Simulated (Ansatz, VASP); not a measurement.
# Two plane-wave programs on Zr

```
Zr
1.0
    -1.60043    1.60048    2.26367
     1.60043   -1.60048    2.26367
     1.60043    1.60048   -2.26367
Zr
1
Cartesian
  0.0000 0.0000 0.0000
```

Alike in both runs: functional PBE; k mesh 24 × 24 × 24; occupations gaussian, width 0.1 eV; no spin polarisation.

Ansatz relaxed the structure, and its values are those at the end. VASP's run is a single point on that final structure, the one shown.

|  | VASP | Ansatz |
| --- | --- | --- |
| version | VASP 6.6.1 | Ansatz 0.2.0 |
| potentials or method | VASP PAW PBE potentials, release 64 (Zr_sv), cutoff 520 eV | scalar-relativistic, plane waves, PAW |
| valence electrons in the cell | 12 | 12 |

|  | VASP | Ansatz | Ansatz less VASP |
| --- | --- | --- | --- |
| gap on the k mesh at the Fermi level (eV) | none | none | - |
| pressure (GPa) | 0.0 | 0.0 | -0.02 |

A gap of «none» marks a metal or a gap that the smearing closes.
